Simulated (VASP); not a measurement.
# BN: single point with PBE+D3(BJ)

The system is BN.

```
CELL_PARAMETERS angstrom
2.50612 0.00000 0.00000
-1.25306 2.17037 0.00000
0.00000 0.00000 6.59736
ATOMIC_POSITIONS crystal
B 0.97788 0.95577 0.47090
B 0.33333 0.66667 0.00000
N 0.00000 0.00000 0.00000
N 0.66667 0.33333 0.50000
```

```yaml
Program: VASP 6.6.1
Task: single point
Functional: PBE
Dispersion: D3(BJ)
Potentials_or_basis: VASP PAW PBE potentials, release 64 (B, N)
Cutoff: 520 eV
k_mesh: 12 × 12 × 4
Occupations: methfessel-paxton, width 0.05 eV
Spin: no spin polarisation
Dipole_correction: no
Further_INCAR_settings: ALGO = Normal; EDIFF = 1e-06; NBANDS = 16
```

The pressure is 0.7 GPa and the largest force is 4.867 eV/Å. The band gap on the k mesh is 3.83 eV, indirect (least direct gap 4.37 eV) and the dispersion energy per atom is -0.142 eV.

Forces in eV/Å, atoms in the order of the input:
```
B    0.000  4.224  2.418
B    0.000 -0.003 -0.169
N    0.000  0.002  0.144
N    0.000 -4.223 -2.392
```

Stress tensor (GPa, compression positive):
```
-3.06  0.00  0.00
 0.00  7.72 -3.60
 0.00 -3.60 -2.56
```

Levels at points of the mesh, in eV from the valence-band top:
| k point | band 4 | band 5 | band 6 | band 7 | band 8 | band 9 | band 10 | band 11 | band 12 | band 13 |
| --- | --- | --- | --- | --- | --- | --- | --- | --- | --- | --- |
| (0.00, 0.00, 0.00) | -4.09 | -2.07 | -1.58 | -1.58 | 0.00 | 4.82 | 10.11 | 10.21 | 11.33 | 11.34 |
| (0.50, 0.00, 0.00) | -8.62 | -4.37 | -4.01 | -1.53 | -0.84 | 4.27 | 5.47 | 9.29 | 9.51 | 12.76 |
| (0.00, 0.50, 0.00) | -8.86 | -4.37 | -3.33 | -1.38 | -0.57 | 3.86 | 4.99 | 9.48 | 9.85 | 12.56 |
| (0.00, 0.00, 0.50) | -5.11 | -2.06 | -1.58 | -1.58 | 0.00 | 6.67 | 7.94 | 10.21 | 11.33 | 11.33 |
| (0.50, 0.00, 0.50) | -8.64 | -4.37 | -4.01 | -1.25 | -1.01 | 4.46 | 4.76 | 9.46 | 9.70 | 13.15 |
| (0.00, 0.50, 0.50) | -8.89 | -4.37 | -3.33 | -1.20 | -0.61 | 3.83 | 4.48 | 9.64 | 10.08 | 13.33 |

It took 48 s on 1 thread of AMD EPYC 9R45 96-Core Processor (Zen 5) (shared host), peak memory 0.18 GiB.

Caveat: forces of over 1 eV/Å act on the atoms, so gaps and moduli don't describe the material at rest. A k mesh can miss the band edges.
